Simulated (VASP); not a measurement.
# BiTe (R-3m) in VASP: notebook, part 2 of 2

VASP 6.6.1. Earlier steps stand in the parts before.

## (3) Single point, PBEsol (strain -0.015 along x and y, +0.015 along z)

Contents of INCAR:

```
SYSTEM = BiTe
PREC     = Accurate       ! precision mode
ENCUT    = 520            ! plane-wave cutoff, eV
EDIFF    = 1E-7           ! SCF threshold, eV
ISMEAR   = 0              ! smearing method
SIGMA    = 0.15           ! smearing width, eV
LREAL    = .FALSE.        ! projectors in reciprocal space
LASPH    = .TRUE.         ! aspherical terms in the spheres
NELM     = 60             ! most SCF steps
ALGO     = Normal         ! electronic algorithm
ISIF     = 2              ! what is computed and relaxed
LWAVE    = .FALSE.        ! write WAVECAR
LCHARG   = .FALSE.        ! write CHGCAR
GGA      = PS             ! functional
NBANDS   = 18             ! bands
```

Contents of KPOINTS:

```
regular mesh
0
G
  12 12 12
  0 0 0
```

Contents of POSCAR:

```
BiTe
1.0
    2.3863671562      1.3777697200      3.3670513338
   -2.3863671562      1.3777697200      3.3670513338
    0.0000000000     -2.7555394400      3.3670513338
Bi Te
1 1
Direct
    0.5000000000      0.5000000000      0.5000000000
    0.0000000000      0.0000000000      0.0000000000
```

Potentials or basis: VASP PAW PBE potentials, release 64 (Bi_d, Te).

The run is started by

```
> cat potpaw_PBE.64/Bi_d/POTCAR potpaw_PBE.64/Te/POTCAR > POTCAR
> mpirun -np 1 vasp_std > vasp.out
```

OUTCAR:

```text
SYSTEM = BiTe
   PREC = Accurate
   ENCUT = 520
   EDIFF = 1E-7
   ISMEAR = 0
   LREAL = .FALSE.
   LASPH = .TRUE.
   NELM = 60
   ISIF = 2
   GGA = PS

 ion  position               nearest neighbor table
   1  0.500  0.500  0.500-   2 3.23   2 3.23   2 3.23   2 3.23   2 3.23   2 3.23
   2  0.000  0.000  0.000-   1 3.23   1 3.23   1 3.23   1 3.23   1 3.23   1 3.23

  LATTYP: Found a trigonal (rhomboedric) cell.
 ALAT       =     4.3508656943
 COS(alpha) =     0.3983371907

  Lattice vectors:

 A1 = (   2.3863671562,   1.3777697200,   3.3670513338)
 A2 = (  -2.3863671562,   1.3777697200,   3.3670513338)
 A3 = (   0.0000000000,  -2.7555394400,   3.3670513338)

Analysis of symmetry for initial positions (statically):
=====================================================================
 Subroutine PRICEL returns:
 Original cell was already a primitive cell.

 Routine SETGRP: Setting up the symmetry group for a
 trigonal (rhombohedral) supercell.

 Subroutine GETGRP returns: Found 12 space group operations
 (whereof 12 operations were pure point group operations)
 out of a pool of 12 trial point group operations.

The static configuration has the point symmetry D_3d.
[... 159 lines left out ...]
  energy without entropy =       -7.98403152  energy(sigma->0) =       -7.99233554

 E-fermi :   6.7165     XC(G=0):  -9.6938

 val. band max:        6.7161208431   @ k =   0.5000   0.4167   0.4167
 cond. band min:       6.7268712529   @ k =   0.5000   0.3333   0.1667
 fundamental gap:      0.0107504098
 Fermi energy:         6.7164988089

 k-point     1 :       0.0000    0.0000    0.0000
  band No.  band energies     occupation
      1     -16.4150      2.00000
      2     -16.4150      2.00000
      3     -16.4067      2.00000
      4     -16.4067      2.00000
      5     -16.3926      2.00000
      6      -6.9150      2.00000
[... 481 lines left out ...]
      5     -16.3879      2.00000
      6      -4.9486      2.00000
[... 10 lines left out ...]
     17      15.7996      0.00000
     18      16.4098      0.00000

 [... further k-points ...]

------------------------ aborting loop because EDIFF is reached ----------------------------------------

  FORCE on cell =-STRESS in cart. coord.  units (eV):
  Direction    XX          YY          ZZ          XY          YZ          ZX
  --------------------------------------------------------------------------------------
  -------------------------------------------------------------------------------------
  Total       -0.5762553     -0.5762553     -0.7476193      0.0000000      0.0000000     -0.0000000
  in kB      -13.8998669    -13.8998669    -18.0333403      0.0000000      0.0000000     -0.0000000
  external PRESSURE =     -15.2776914 kB  Pullay stress =       0.0000000 kB

 VOLUME and BASIS-vectors are now :
 -----------------------------------------------------------------------------
  energy-cutoff  :      520.00
  volume of cell :       66.42
      direct lattice vectors                 reciprocal lattice vectors
     2.386367156  1.377769720  3.367051334     0.209523500  0.120968449  0.098998590
    -2.386367156  1.377769720  3.367051334    -0.209523500  0.120968449  0.098998590
     0.000000000 -2.755539440  3.367051334     0.000000000 -0.241936899  0.098998590

 POSITION                                       TOTAL-FORCE (eV/Angst)
 -----------------------------------------------------------------------------------
      0.00000      0.00000      5.05058        -0.000000     -0.000000      0.000000
      0.00000      0.00000      0.00000         0.000000      0.000000     -0.000000
 -----------------------------------------------------------------------------------
    total drift:                               -0.000000      0.000000     -0.000000

  FREE ENERGIE OF THE ION-ELECTRON SYSTEM (eV)
  ---------------------------------------------------
  free  energy   TOTEN  =        -8.0006395563 eV

  energy  without entropy=       -7.9840315247  energy(sigma->0) =       -7.99233554
```

OSZICAR:

```text
N       E                     dE             d eps       ncg     rms          rms(c)
DAV:   1     0.157187120940E+03    0.15719E+03   -0.99555E+03  6822   0.113E+03
DAV:   2     0.395817723656E+01   -0.15323E+03   -0.14935E+03  7290   0.306E+02
DAV:   3    -0.770255073854E+01   -0.11661E+02   -0.11557E+02  8326   0.878E+01
DAV:   4    -0.802579722652E+01   -0.32325E+00   -0.32291E+00  8582   0.155E+01
DAV:   5    -0.803701697519E+01   -0.11220E-01   -0.11219E-01  9062   0.268E+00    0.631E+00
DAV:   6    -0.800045739606E+01    0.36560E-01   -0.10874E-01  9898   0.216E+00    0.391E+00
DAV:   7    -0.800115077069E+01   -0.69337E-03   -0.28289E-02  8258   0.940E-01    0.582E-01
DAV:   8    -0.800058572344E+01    0.56505E-03   -0.47523E-03  8660   0.491E-01    0.117E-01
DAV:   9    -0.800064228514E+01   -0.56562E-04   -0.45876E-04  7528   0.135E-01    0.436E-02
DAV:  10    -0.800064156982E+01    0.71531E-06   -0.22171E-05  9360   0.276E-02    0.267E-02
DAV:  11    -0.800064010044E+01    0.14694E-05   -0.56818E-06  9422   0.153E-02    0.470E-03
DAV:  12    -0.800063955344E+01    0.54700E-06   -0.10409E-06  8728   0.811E-03    0.925E-04
DAV:  13    -0.800063955634E+01   -0.28995E-08   -0.78533E-08  4324   0.175E-03
   1 F= -.80006396E+01 E0= -.79923355E+01  d E =-.166080E-01
```

stdout:

```text
POSCAR found type information on POSCAR BiTe
 POSCAR found :  2 types and       2 ions
 scaLAPACK will be used
 -----------------------------------------------------------------------------
|                                                                             |
|                                                                             |
|     You enforced a specific xc type in the INCAR file but a different       |
|     I HOPE YOU KNOW WHAT YOU ARE DOING!                                     |
|                                                                             |
 -----------------------------------------------------------------------------

 LDA part: xc-table for (Slater+PW92), standard interpolation
 POSCAR, INCAR and KPOINTS ok, starting setup
 FFT: planning ... GRIDC
 FFT: planning ... GRID_SOFT
 FFT: planning ... GRID
 WAVECAR not read
 entering main loop
```

Run time: 2.1 min. Hardware: 1 thread of Intel Xeon Platinum 8488C (Sapphire Rapids), shared host; peak memory 0.34 GiB.

Results:

```
Free energy            : -8.0006 eV
Pressure               : -1.5 GPa
Band gap on the k mesh : zero (an odd number of electrons rules out a gap without spin polarisation)
```

Caveat: the cell differs from its parent crystal (strain -0.015 along x and y, +0.015 along z); the PAW data sets were made with another functional, which shifts forces and pressure a little; spin-orbit coupling is left out, which moves the levels of the heavy elements.

## (4) Single point, PBEsol (strain -0.015 along x and y, +0.030 along z)

Contents of INCAR:

```
SYSTEM = BiTe
  PREC = Accurate
  ENCUT = 520
  EDIFF = 1E-7
  ISMEAR = 0
  SIGMA = 0.15
  LREAL = .FALSE.
  LASPH = .TRUE.
  NELM = 80
  ALGO = Normal
  ISIF = 2
  LWAVE = .FALSE.
  LCHARG = .FALSE.
  GGA = PS
  NBANDS = 18
```

KPOINTS is that of step 3.

Contents of POSCAR:

```
BiTe
1.0
    2.3863671562      1.3777697200      3.4168107131
   -2.3863671562      1.3777697200      3.4168107131
    0.0000000000     -2.7555394400      3.4168107131
Bi Te
1 1
Direct
    0.5000000000      0.5000000000      0.5000000000
    0.0000000000      0.0000000000      0.0000000000
```

The run is started by

```
> cat potpaw_PBE.64/Bi_d/POTCAR potpaw_PBE.64/Te/POTCAR > POTCAR
> mpirun -np 1 vasp_std > vasp.out
```

It took 3.3 min on 1 thread of Intel Xeon Platinum 8488C (Sapphire Rapids), shared host; peak memory 0.37 GiB.

Results (log left out):

- Free energy: -7.9885 eV
- Pressure: -2.1 GPa
- Band gap on the k mesh: zero (an odd number of electrons rules out a gap without spin polarisation)

Stress tensor (GPa, compression positive):
```
-1.99  0.00  0.00
 0.00 -1.99  0.00
 0.00  0.00 -2.24
```

Levels at points of the mesh, in eV from the Fermi level:
```
           k point  band 6  band 7  band 8  band 9  band 10  band 11  band 12  band 13  band 14  band 15
(0.00, 0.00, 0.00)  -13.54   -8.23   -2.86   -2.86    -1.81     1.92     2.38     2.38     4.15     4.15
(0.50, 0.00, 0.00)  -11.62  -11.36   -1.90   -1.82    -1.21    -0.95    -0.66     0.04     6.87     6.88
(0.50, 0.50, 0.00)  -11.75   -9.98   -5.67   -4.41    -3.53     2.25     3.24     3.63     4.73     8.39
(0.50, 0.50, 0.50)  -11.36  -11.05   -2.27   -2.27    -2.11    -1.44    -1.14    -1.14     7.71     8.27
```

Caveat: the cell differs from its parent crystal (strain -0.015 along x and y, +0.030 along z); the PAW data sets were made with another functional, which shifts forces and pressure a little; spin-orbit coupling is left out, which moves the levels of the heavy elements.

## (5) Single point, PBEsol (strain +0.015 along x and y, -0.030 along z)

Contents of INCAR:

```
SYSTEM = BiTe
PREC = Accurate
ENCUT = 520
EDIFF = 1E-6
ISMEAR = 0
SIGMA = 0.15
LREAL = .False.
LASPH = .True.
NELM = 80
ALGO = Normal
ISIF = 2
LWAVE = .False.
LCHARG = .False.
GGA = PS
NBANDS = 18
```

Contents of KPOINTS:

```
regular mesh
0
Gamma
  12 12 12
  0 0 0
```

Contents of POSCAR:

```
BiTe
1.0
    2.4590483894      1.4197322496      3.2177731959
   -2.4590483894      1.4197322496      3.2177731959
    0.0000000000     -2.8394644991      3.2177731959
Bi Te
1 1
Direct
    0.5000000000      0.5000000000      0.5000000000
    0.0000000000      0.0000000000      0.0000000000
```

The run is started by

```
> cat potpaw_PBE.64/Bi_d/POTCAR potpaw_PBE.64/Te/POTCAR > POTCAR
> mpirun -np 1 vasp_std > vasp.out
```

Wall time 1.8 min (1 thread of Intel Xeon Platinum 8488C (Sapphire Rapids), shared host); peak memory 0.35 GiB.

Results (log left out):

| Property | Result |
| --- | --- |
| Free energy | -7.9796 eV |
| Pressure | -3.0 GPa |
| Band gap on the k mesh | zero (an odd number of electrons rules out a gap without spin polarisation) |

Stress tensor (GPa, compression positive):
```
-3.41  0.00  0.00
 0.00 -3.41  0.00
 0.00  0.00 -2.08
```

Levels at points of the mesh, in eV from the Fermi level:
```tsv
k point	band 7	band 8	band 9	band 10	band 11	band 12	band 13	band 14
(0.00, 0.00, 0.00)	-8.32	-2.91	-2.91	-1.38	1.89	2.67	2.67	3.95
(0.50, 0.00, 0.00)	-11.34	-1.80	-1.75	-1.00	-0.82	-0.53	0.57	6.55
(0.50, 0.50, 0.00)	-9.95	-5.54	-4.53	-3.01	2.51	2.90	3.54	4.43
(0.50, 0.50, 0.50)	-10.83	-2.39	-2.39	-2.34	-1.71	-1.37	-1.37	8.18
```

Caveat: the cell differs from its parent crystal (strain +0.015 along x and y, -0.030 along z); the PAW data sets were made with another functional, which shifts forces and pressure a little; spin-orbit coupling is left out, which moves the levels of the heavy elements.

## (6) Summary

```csv
cell,gap on the mesh (eV),pressure (GPa)
"a = 4.301 Å, angles 68.6°, 2 atoms",none,-2.0
"a = 4.351 Å, angles 66.5°, 2 atoms",none,-1.5
"a = 4.389 Å, angles 65.9°, 2 atoms",none,-2.1
"a = 4.291 Å, angles 69.9°, 2 atoms",none,-3.0
```

Alike in all rows: task single point; level PBEsol; potentials or basis VASP PAW PBE potentials, release 64 (Bi_d, Te); no spin polarisation; k mesh 12 × 12 × 12; cutoff (eV) 520; smearing gaussian 0.15 eV.

Caveats: the PAW data sets were made with another functional, which shifts forces and pressure a little; spin-orbit coupling is left out, which moves the levels of the heavy elements.

Absolute energies hang on the potentials; compare differences alone.
